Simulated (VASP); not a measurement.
# Ag (Fm-3m) in VASP: single point with PBE

Aim: the single point of Ag with PBE.

All numbers are computed with VASP 6.6.1; they aren't measurements. Logs are shortened: lines on timing, memory, paths and dates and some standing lists are left out, and cuts for length are marked.

### Step 1. The cell of the first run

Symmetry: Fm-3m, No. 225, cubic system. The conventional cell has a = 4.085 Å, b = 4.085 Å, c = 4.085 Å, α = 90.00°, β = 90.00°, γ = 90.00°. Ag (site symmetry m-3m) has 12 Ag at 2.89 Å within 3.8 Å.

### Step 2. Single point, PBE

INCAR

```
SYSTEM = Ag
PREC = Accurate ; ENCUT = 500
EDIFF = 1E-6 ; ISMEAR = -1
SIGMA = 0.1 ; LREAL = .FALSE.
LASPH = .TRUE. ; NELM = 120
ALGO = Normal ; ISIF = 2
LWAVE = .FALSE. ; LCHARG = .FALSE.
GGA = PE ; NBANDS = 12
GGA_COMPAT = .FALSE.
```

KPOINTS

```
regular mesh
0
G
  13 13 13
  0 0 0
```

POSCAR

```
Ag
1.0
    0.0000000000      2.0427500000      2.0427500000
    2.0427500000      0.0000000000      2.0427500000
    2.0427500000      2.0427500000      0.0000000000
Ag
1
Direct
    0.0000000000      0.0000000000      0.0000000000
```

Potentials or basis: VASP PAW PBE potentials, release 64 (Ag).

Run with:

```
$ cat potpaw_PBE.64/Ag/POTCAR > POTCAR
$ mpirun -np 1 vasp_std > vasp.out
```

OUTCAR:

```text
SYSTEM = Ag
   PREC = Accurate
   ENCUT = 500
   EDIFF = 1E-6
   ISMEAR = -1
   LREAL = .FALSE.
   LASPH = .TRUE.
   NELM = 120
   ISIF = 2
   GGA = PE

 ion  position               nearest neighbor table
   1  0.000  0.000  0.000-

  LATTYP: Found a face centered cubic cell.
 ALAT       =     4.0855000000

  Lattice vectors:

 A1 = (   0.0000000000,   2.0427500000,   2.0427500000)
 A2 = (   2.0427500000,   0.0000000000,   2.0427500000)
 A3 = (   2.0427500000,   2.0427500000,   0.0000000000)

Analysis of symmetry for initial positions (statically):
=====================================================================
 Subroutine PRICEL returns:
 Original cell was already a primitive cell.

 Routine SETGRP: Setting up the symmetry group for a
 face centered cubic supercell.

 Subroutine GETGRP returns: Found 48 space group operations
 (whereof 48 operations were pure point group operations)
 out of a pool of 48 trial point group operations.

The static configuration has the point symmetry O_h .

Analysis of symmetry for dynamics (positions and initial velocities):
=====================================================================
 Subroutine PRICEL returns:
 Original cell was already a primitive cell.

 Routine SETGRP: Setting up the symmetry group for a
 face centered cubic supercell.

 Subroutine GETGRP returns: Found 48 space group operations
 (whereof 48 operations were pure point group operations)
 out of a pool of 48 trial point group operations.

The dynamic configuration has the point symmetry O_h .

 Subroutine INISYM returns: Found 48 space group operations
 (whereof 48 operations are pure point group operations),
 and found     1 'primitive' translations

----------------------------------------------------------------------------------------

                                     Primitive cell

  volume of cell :      17.0481

  direct lattice vectors                    reciprocal lattice vectors
     0.000000000  2.042750000  2.042750000    -0.244768082  0.244768082  0.244768082
     2.042750000  0.000000000  2.042750000     0.244768082 -0.244768082  0.244768082
     2.042750000  2.042750000  0.000000000     0.244768082  0.244768082 -0.244768082

  length of vectors
     2.888884755  2.888884755  2.888884755     0.423950755  0.423950755  0.423950755

  position of ions in fractional coordinates (direct lattice)
     0.000000000  0.000000000  0.000000000

  ion indices of the primitive-cell ions
   primitive index   ion index
                 1           1

----------------------------------------------------------------------------------------

 KPOINTS: regular mesh

Automatic generation of k-mesh.
 Grid dimensions read from file:
 generate k-points for:   13   13   13

 Generating k-lattice:

  Cartesian coordinates                     Fractional coordinates (reciprocal lattice)
    -0.018828314  0.018828314  0.018828314     0.076923077  0.000000000  0.000000000
     0.018828314 -0.018828314  0.018828314     0.000000000  0.076923077  0.000000000
     0.018828314  0.018828314 -0.018828314     0.000000000  0.000000000  0.076923077

  Length of vectors
     0.032611597  0.032611597  0.032611597

  Shift w.r.t. Gamma in fractional coordinates (k-lattice)
     0.000000000  0.000000000  0.000000000

 Subroutine IBZKPT returns following result:
 ===========================================

 Found     84 irreducible k-points:

 Following reciprocal coordinates:
            Coordinates               Weight
  0.000000  0.000000  0.000000      1.000000
  0.076923  0.000000  0.000000      8.000000
  0.153846  0.000000  0.000000      8.000000
  0.230769  0.000000  0.000000      8.000000
  0.307692  0.000000  0.000000      8.000000
  0.384615  0.000000  0.000000      8.000000
[... 16 lines left out ...]
  0.384615  0.153846  0.000000     24.000000
  0.461538  0.153846  0.000000     24.000000
 [... further k-points ...]
   k-points           NKPTS =     84   k-points in BZ     NKDIM =     84   number of bands    NBANDS=     12
   number of dos      NEDOS =    301   number of ions     NIONS =      1
   total plane-waves  NPLWV =  13824
   dimension x,y,z NGX =    24 NGY =   24 NGZ =   24
   dimension x,y,z NGXF=    48 NGYF=   48 NGZF=   48
   ions per type =               1
   NGX,Y,Z   is equivalent  to a cutoff of  13.81, 13.81, 13.81 a.u.
   NGXF,Y,Z  is equivalent  to a cutoff of  27.62, 27.62, 27.62 a.u.
 SYSTEM =  Ag
   PREC   = accura    normal or accurate (medium, high low for compatibility)
   ISTART =      0    job   : 0-new  1-cont  2-samecut
   ICHARG =      2    charge: 1-file 2-atom 10-const
   ISPIN  =      1    spin polarized calculation?
   LNONCOLLINEAR =      F non collinear calculations
   LSORBIT =      F    spin-orbit coupling
   LASPH  =      T    aspherical Exc in radial PAW
   ENCUT  =  500.0 eV  36.75 Ry    6.06 a.u.   5.27  5.27  5.27*2*pi/ulx,y,z
   NELM   =    120;   NELMIN=  2; NELMDL= -5     # of ELM steps
   EDIFF  = 0.1E-05   stopping-criterion for ELM
   LREAL  =      F    real-space projection
   EDIFFG = 0.1E-04   stopping-criterion for IOM
   NSW    =      0    number of steps for IOM
   IBRION =     -1    ionic relax: 0-MD 1-quasi-New 2-CG
   NFREE  =      0    steps in history (QN), initial steepest desc. (CG)
   ISIF   =      2    stress and relaxation
   ISYM   =      2    0-nonsym 1-usesym 2-fastsym
   POTIM  = 0.5000    time-step for ionic-motion
   TEBEG  =    0.0;   TEEND  =   0.0 temperature during run
   PSTRESS=    0.0 pullay stress
   NELECT =      11.0000    total number of electrons
   NUPDOWN=      -1.0000    fix difference up-down
   EMIN   =  10.00;   EMAX   =-10.00  energy-range for DOS
   EFERMI =   0.00;   METHOD = LEGACY
   ISMEAR =    -1;   SIGMA  =   0.10  broadening in eV -4-tet -1-fermi 0-gaus
   EFERMI_NEDOS =   21; number of points for ismear=-14 and -15
   IALGO  =     38    algorithm
   IMIX   =      4    mixing-type and parameters
     AMIX     =   0.40;   BMIX     =  1.00
     AMIX_MAG =   1.60;   BMIX_MAG =  1.00
  volume/ion in A,a.u.               =      17.05       115.05
  Fermi-wavevector in a.u.,A,eV,Ry     =   1.414644  2.673290 27.228221  2.001218
  Thomas-Fermi vector in A             =   2.536165
   LORBIT       =      0    0 simple, 1 ext, 2 COOP (PROOUT), +10 PAW based schemes
   GGA     = PE    functional components
   LHFCALC =     F    Hartree Fock is set to
   AEXX    =    0.0000 exact exchange contribution
   IVDW    =     0    specifies the selected vdW correction
   LEPSILON=     F    determine dielectric tensor
   LRPA    =     F    only Hartree local field effects (RPA)
 non-spin polarized calculation
  energy-cutoff  :      500.00
  volume of cell :       17.05
 maximum number of plane-waves:       444
 NGX is ok and might be reduce to    24
   NGX = 11   NGY = 11   NGZ = 11

 number of electron      10.9999999 magnetization

 Free energy of the ion-electron system (eV)
  ---------------------------------------------------
  ext. energy  EPLUGINS =         0.00000000
  ---------------------------------------------------
  free energy    TOTEN  =        -2.71082967 eV

  energy without entropy =       -2.70091351  energy(sigma->0) =       -2.70587159

 E-fermi :   8.5910     XC(G=0): -12.2116

 val. band max:        8.4895133917   @ k =  -0.4615   0.0769   0.0000
 cond. band min:       8.6551819635   @ k =   0.4615   0.3077   0.0000
 fundamental gap:      0.1656685718
 Fermi energy:         8.5909835960

 k-point     1 :       0.0000    0.0000    0.0000
  band No.  band energies     occupation
      1       0.6629      2.00000
      2       3.6205      2.00000
      3       3.6205      2.00000
      4       3.6205      2.00000
      5       4.6541      2.00000
      6       4.6541      2.00000
      7      24.4569      0.00000
      8      28.0362      0.00000
      9      28.0362      0.00000
     10      28.0362      0.00000
     11      32.8438      0.00000
     12      33.9836      0.00000

 k-point     2 :       0.0769    0.0000    0.0000
  band No.  band energies     occupation
      1       0.8469      2.00000
      2       3.5793      2.00000
      3       3.6707      2.00000
      4       3.6707      2.00000
      5       4.6356      2.00000
      6       4.6356      2.00000
      7      24.4652      0.00000
      8      26.6218      0.00000
      9      28.1107      0.00000
     10      28.1107      0.00000
     11      32.6860      0.00000
     12      33.7504      0.00000

 k-point     3 :       0.1538    0.0000    0.0000
  band No.  band energies     occupation
      1       1.3534      2.00000
      2       3.5174      2.00000
      3       3.7798      2.00000
      4       3.7798      2.00000
      5       4.6213      2.00000
      6       4.6213      2.00000
      7      23.1659      0.00000
      8      25.3874      0.00000
      9      28.2472      0.00000
     10      28.2472      0.00000
     11      31.5018      0.00000
     12      32.9497      0.00000

 k-point     4 :       0.2308    0.0000    0.0000
  band No.  band energies     occupation
      1       1.9414      2.00000
      2       3.7114      2.00000
      3       3.8283      2.00000
      4       3.8283      2.00000
      5       4.7255      2.00000
      6       4.7255      2.00000
      7      20.3198      0.00000
      8      25.1548      0.00000
      9      28.1755      0.00000
     10      28.1755      0.00000
     11      31.2136      0.00000
     12      31.9365      0.00000

 k-point     5 :       0.3077    0.0000    0.0000
  band No.  band energies     occupation
      1       2.1559      2.00000
      2       3.7642      2.00000
      3       3.7642      2.00000
      4       4.6416      2.00000
      5       4.9780      2.00000
      6       4.9780      2.00000
      7      17.3588      0.00000
      8      24.6217      0.00000
      9      27.6275      0.00000
     10      27.6275      0.00000
     11      31.3800      0.00000
     12      31.3800      0.00000

 k-point     6 :       0.3846    0.0000    0.0000
  band No.  band energies     occupation
      1       2.1052      2.00000
      2       3.6682      2.00000
      3       3.6682      2.00000
      4       5.2530      2.00000
      5       5.2530      2.00000
      6       6.1651      2.00000
      7      14.5867      0.00000
      8      24.0598      0.00000
      9      26.8684      0.00000
     10      26.8684      0.00000
     11      31.2698      0.00000
     12      31.2698      0.00000

 k-point     7 :       0.4615    0.0000    0.0000
  band No.  band energies     occupation
      1       2.0408      2.00000
      2       3.6065      2.00000
      3       3.6065      2.00000
      4       5.4259      2.00000
      5       5.4259      2.00000
      6       7.7137      1.99969
      7      12.4291      0.00000
      8      23.7325      0.00000
      9      26.3738      0.00000
     10      26.3738      0.00000
     11      31.2859      0.00000
     12      31.2859      0.00000

 k-point     8 :       0.0769    0.0769    0.0000
  band No.  band energies     occupation
      1       0.9086      2.00000
      2       3.5240      2.00000
      3       3.7101      2.00000
      4       3.7101      2.00000
      5       4.5593      2.00000
      6       4.6955      2.00000
      7      24.5459      0.00000
      8      27.1572      0.00000
      9      27.4320      0.00000
     10      27.4320      0.00000
     11      33.6066      0.00000
     12      33.6066      0.00000
[... 166 lines left out ...]
 k-point    20 :       0.1538    0.1538    0.0000
  band No.  band energies     occupation
      1       1.5880      2.00000
      2       3.2647      2.00000
      3       3.9710      2.00000
      4       3.9710      2.00000
      5       4.3535      2.00000
      6       4.8116      2.00000
      7      24.7732      0.00000
      8      25.7455      0.00000
      9      25.7455      0.00000
     10      25.8343      0.00000
     11      31.2058      0.00000
     12      33.8711      0.00000

 k-point    21 :       0.2308    0.1538    0.0000
  band No.  band energies     occupation
      1       2.0884      2.00000
      2       3.1267      2.00000
      3       4.0013      2.00000
      4       4.1193      2.00000
      5       4.5163      2.00000
      6       4.9128      2.00000
      7      22.7622      0.00000
      8      24.8448      0.00000
      9      25.0105      0.00000
     10      26.6655      0.00000
     11      29.6470      0.00000
     12      33.9328      0.00000

 k-point    22 :       0.3077    0.1538    0.0000
  band No.  band energies     occupation
      1       2.4790      2.00000
      2       3.2156      2.00000
      3       3.8236      2.00000
      4       4.1524      2.00000
      5       5.1113      2.00000
      6       5.2370      2.00000
      7      19.7639      0.00000
      8      24.1875      0.00000
      9      24.5400      0.00000
     10      26.4143      0.00000
     11      30.3096      0.00000
     12      33.7245      0.00000

 k-point    23 :       0.3846    0.1538    0.0000
  band No.  band energies     occupation
      1       2.4747      2.00000
      2       3.5064      2.00000
      3       3.8213      2.00000
      4       4.0827      2.00000
      5       5.3414      2.00000
      6       6.4486      2.00000
      7      16.8150      0.00000
      8      23.6767      0.00000
      9      23.8351      0.00000
     10      25.6122      0.00000
     11      32.4867      0.00000
     12      33.5526      0.00000

 k-point    24 :       0.4615    0.1538    0.0000
  band No.  band energies     occupation
      1       2.4049      2.00000
      2       3.4246      2.00000
      3       3.9889      2.00000
      4       4.2255      2.00000
      5       5.4722      2.00000
      6       8.0749      1.98859
      7      14.1162      0.00000
      8      22.7174      0.00000
      9      23.8904      0.00000
     10      25.0192      0.00000
     11      33.3291      0.00000
     12      33.3665      0.00000

 [... further k-points ...]
[... 5 lines left out ...]
  --------------------------------------------------------------------------------------
  -------------------------------------------------------------------------------------
  Total        0.4777330      0.4777330      0.4777330      0.0000000     -0.0000000     -0.0000000
  in kB       44.8972916     44.8972916     44.8972916      0.0000000     -0.0000000     -0.0000000
  external PRESSURE =      44.8972916 kB  Pullay stress =       0.0000000 kB

 VOLUME and BASIS-vectors are now :
 -----------------------------------------------------------------------------
  energy-cutoff  :      500.00
  volume of cell :       17.05
      direct lattice vectors                 reciprocal lattice vectors
     0.000000000  2.042750000  2.042750000    -0.244768082  0.244768082  0.244768082
     2.042750000  0.000000000  2.042750000     0.244768082 -0.244768082  0.244768082
     2.042750000  2.042750000  0.000000000     0.244768082  0.244768082 -0.244768082

 POSITION                                       TOTAL-FORCE (eV/Angst)
 -----------------------------------------------------------------------------------
      0.00000      0.00000      0.00000         0.000000      0.000000      0.000000
 -----------------------------------------------------------------------------------
    total drift:                               -0.000000      0.000000      0.000000

  FREE ENERGIE OF THE ION-ELECTRON SYSTEM (eV)
  ---------------------------------------------------
  free  energy   TOTEN  =        -2.7108296713 eV

  energy  without entropy=       -2.7009135130  energy(sigma->0) =       -2.70587159
```

Wall time 8.1 s (1 thread of AMD EPYC 9R45 (Zen 5), shared host); peak memory 0.12 GiB.

What came out:

- Free energy: -2.7108 eV
- Pressure: 4.5 GPa
